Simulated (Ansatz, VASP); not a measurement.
# Au in VASP and in Ansatz

POSCAR

```
Au
1.0
    2.8093134480      0.0000000000      0.0000000000
   -1.4046567240      2.4329368131      0.0000000000
    0.0000000000      0.0000000000      5.2001389154
Au
2
Direct
    0.3333333333      0.6666666667      0.7500000000
    0.6666666667      0.3333333333      0.2500000000
```

File INCAR.step1:

```
SYSTEM = Au
PREC     = Accurate       ! precision mode
ENCUT    = 520            ! plane-wave cutoff, eV
ISMEAR   = 0              ! smearing method
SIGMA    = 0.15           ! smearing width, eV
LREAL    = .FALSE.        ! projectors in reciprocal space
LASPH    = .TRUE.         ! aspherical terms in the spheres
NELM     = 80             ! most SCF steps
NBANDS   = 18             ! bands
GGA      = PE             ! functional
ALGO     = Normal         ! electronic algorithm
EDIFF    = 1E-4           ! SCF threshold, eV
LWAVE    = .TRUE.         ! write WAVECAR
LCHARG   = .FALSE.        ! write CHGCAR
```

Contents of INCAR.step2:

```
SYSTEM = Au
PREC     = Accurate       ! precision mode
ENCUT    = 520            ! plane-wave cutoff, eV
EDIFF    = 1E-6           ! SCF threshold, eV
ISMEAR   = 0              ! smearing method
SIGMA    = 0.15           ! smearing width, eV
LREAL    = .FALSE.        ! projectors in reciprocal space
LASPH    = .TRUE.         ! aspherical terms in the spheres
NELM     = 80             ! most SCF steps
ALGO     = Normal         ! electronic algorithm
ISIF     = 2              ! what is computed and relaxed
LWAVE    = .FALSE.        ! write WAVECAR
LCHARG   = .FALSE.        ! write CHGCAR
METAGGA  = R2SCAN         ! meta-GGA
LMIXTAU  = .TRUE.       
NBANDS   = 18             ! bands
ISTART   = 1
```

Contents of KPOINTS:

```
regular mesh
0
G
  24 24 12
  0 0 0
```

Input for Ansatz:

```yaml
crystal:
  lattice:
    - [2.809313448, 0.0, 0.0]
    - [-1.404656724, 2.4329368131, 0.0]
    - [0.0, 0.0, 5.2001389154]
  atoms:
    - { symbol: Au, position: [0.3333333333, 0.6666666667, 0.75] }
    - { symbol: Au, position: [0.6666666667, 0.3333333333, 0.25] }
basis:
  ecutwfc: 500
kpoints:
  mp_grid: { grid: [24, 24, 12] }
hamiltonian:
  xc: r2scan
scf:
  occupations: { method: gaussian, width: 0.15 }
output:
  forces: true
  stress: true
  eigenvalues: true
```

Alike in both runs: task single point; functional r2SCAN; k mesh 24 × 24 × 12; occupations gaussian, width 0.15 eV; no spin polarisation.

|  | VASP | Ansatz |
| --- | --- | --- |
| version | VASP 6.6.1 | Ansatz 0.2.0 |
| potentials or method | VASP PAW PBE potentials, release 64 (Au), cutoff 520 eV | scalar-relativistic, plane waves, PAW |
| valence electrons in the cell | 22 | 38 |

```csv
,VASP,Ansatz,Ansatz less VASP
gap on the k mesh at the Fermi level (eV),none,none,-
pressure (GPa),1.1,0.8,-0.28
"traceless stress, the component that is largest in VASP (GPa)",-4.93,-4.78,+0.144
```

VASP's potentials were made for PBE, not for r2SCAN. A gap of «none» marks a metal or a gap that the smearing closes. The functional is the same, so the differences come from potentials, cutoffs and numerics. VASP's potentials hold 22 valence electrons a cell and Ansatz's 38, so a difference there can come from the potentials and not from the codes.

Neither program's run includes spin-orbit coupling.
